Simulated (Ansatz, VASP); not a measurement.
# BN in VASP and in Ansatz

```
B N
1.0
     0.00000    1.80483    1.80483
     1.80483    0.00000    1.80483
     1.80483    1.80483    0.00000
B N
1 1
Direct
  0.00000 0.00000 0.00000
  0.25000 0.25000 0.25000
```

Alike in both runs: task single point; functional r2SCAN; k mesh 12 × 12 × 12; no spin polarisation.

|  | VASP | Ansatz |
| --- | --- | --- |
| version | VASP 6.6.1 | Ansatz 0.2.0 |
| potentials or method | VASP PAW PBE potentials, release 64 (B, N) | plane waves, PAW |
| plane-wave cutoff (eV) | 520 | 500 |
| occupations | gaussian, width 0.01 eV | fixed |
| valence electrons in the cell | 8 | 8 |

VASP gave:

| Item | Value |
| --- | --- |
| gap on the k mesh at the Fermi level (eV) | 4.98 |
| pressure (GPa) | 1.1 |

Estimate Ansatz's values.

gap on the k mesh at the Fermi level (eV): 5.00; pressure (GPa): 0.0.

VASP's potentials were made for PBE, not for r2SCAN.
